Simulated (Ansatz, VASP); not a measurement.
**Two plane-wave programs on LiH**

```
Li H
1.0
     0.00000    2.03675    2.03675
     2.03675    0.00000    2.03675
     2.03675    2.03675    0.00000
Li H
1 1
Direct
  0.00000 0.00000 0.00000
  0.50000 0.50000 0.50000
```

Alike in both runs: functional SVWN5; k mesh 11 × 11 × 11; occupations gaussian, width 0.05 eV; no spin polarisation.

|  | VASP | Ansatz |
| --- | --- | --- |
| version | VASP 6.6.1 | Ansatz 0.2.0 |
| potentials or method | VASP PAW PBE potentials, release 64 (Li_sv, H) | JTH PAW LDA |
| plane-wave cutoff (eV) | 520 | 1200 |
| valence electrons in the cell | 4 | 4 |
| task | single point | projected density of states |

|  | VASP | Ansatz | Ansatz less VASP |
| --- | --- | --- | --- |
| gap on the k mesh at the Fermi level (eV) | 2.84 | 2.84 | -0.005 |
| least direct gap on the mesh (eV) | 2.84 | 2.84 | -0.005 |

VASP's potentials were made for PBE, not for SVWN5. With one functional, cell and mesh, what is left measures potentials, basis and numerics.

Noted on VASP's run: the cutoff is under 1.25 times that of the potentials, so the pressure is a little rough. Noted on Ansatz's run: odd divisions of the mesh miss points on the zone boundary, where band edges often lie, so the gap on the mesh can be too wide.
